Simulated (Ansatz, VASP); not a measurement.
# One calculation of SrCu2Sb2, two programs

Contents of INCAR:

```
PREC     = Accurate       # precision mode
ENCUT    = 520            # plane-wave cutoff, eV
EDIFF    = 1E-6           # SCF threshold, eV
ISMEAR   = 1              # smearing method
SIGMA    = 0.1            # smearing width, eV
LREAL    = False          # projectors in reciprocal space
LASPH    = True           # aspherical terms in the spheres
NELM     = 80             # most SCF steps
ALGO     = Normal         # electronic algorithm
ISIF     = 2              # what is computed and relaxed
LWAVE    = False          # write WAVECAR
LCHARG   = False          # write CHGCAR
GGA      = CA             # functional
NBANDS   = 53             # bands
```

File KPOINTS:

```
regular mesh
0
Gamma
  6 6 3
```

The input POSCAR:

```
SrCu2Sb2
1.0
    4.5662600000      0.0000000000      0.0000000000
    0.0000000000      4.5662600000      0.0000000000
    0.0000000000      0.0000000000     10.7593900000
Sr Cu Sb
2 4 4
Direct
    0.5000000000      0.0000000000      0.2366100000
    0.0000000000      0.5000000000      0.7633900000
    0.5000000000      0.0000000000      0.6329100000
    0.0000000000      0.0000000000      0.0000000000
    0.0000000000      0.5000000000      0.3670900000
    0.5000000000      0.5000000000      0.0000000000
    0.0000000000      0.5000000000      0.1285300000
    0.5000000000      0.5000000000      0.5000000000
    0.0000000000      0.0000000000      0.5000000000
    0.5000000000      0.0000000000      0.8714700000
```

Input for Ansatz:

```yaml
crystal:
  lattice:
    - [4.56626, 0.0, 0.0]
    - [0.0, 4.56626, 0.0]
    - [0.0, 0.0, 10.75939]
  atoms:
    - { symbol: Sr, position: [0.5, 0.0, 0.23661] }
    - { symbol: Sr, position: [0.0, 0.5, 0.76339] }
    - { symbol: Cu, position: [0.5, 0.0, 0.63291] }
    - { symbol: Cu, position: [0.0, 0.0, 0.0] }
    - { symbol: Cu, position: [0.0, 0.5, 0.36709] }
    - { symbol: Cu, position: [0.5, 0.5, 0.0] }
    - { symbol: Sb, position: [0.0, 0.5, 0.12853] }
    - { symbol: Sb, position: [0.5, 0.5, 0.5] }
    - { symbol: Sb, position: [0.0, 0.0, 0.5] }
    - { symbol: Sb, position: [0.5, 0.0, 0.87147] }
basis:
  ecutwfc: 500.0
kpoints:
  mp_grid:
    grid: [6, 6, 3]
hamiltonian:
  xc: lda
scf:
  occupations:
    method: methfessel_paxton
output:
  stress: true
```

Alike in both runs: task single point; functional LDA; k mesh 6 × 6 × 3; no spin polarisation.

|  | VASP | Ansatz |
| --- | --- | --- |
| version | VASP 6.6.1 | Ansatz 0.2.0 |
| potentials or method | VASP PAW LDA potentials, release 64 (Sr_sv, Cu, Sb), cutoff 520 eV | plane waves, PAW |
| occupations | methfessel-paxton of order 1, width 0.1 eV | methfessel-paxton of order 1 |
| valence electrons in the cell | 84 | 156 |

Ansatz gave:

| Quantity | Value |
| --- | --- |
| pressure (GPa) | -4.4 |
| traceless stress, the component that is largest in VASP (GPa) | -0.24 |

Problem. What did VASP give for the same quantities?

Solution. Pressure (GPa): -3.9; traceless stress, the component that is largest in VASP (GPa): -0.21.

LDA's correlation is that of Perdew and Zunger in VASP and of Perdew and Wang (1992) in Ansatz. VASP's potentials hold 84 valence electrons a cell and Ansatz's 156, so a difference there can come from the potentials and not from the codes.

Spin-orbit coupling is off throughout.
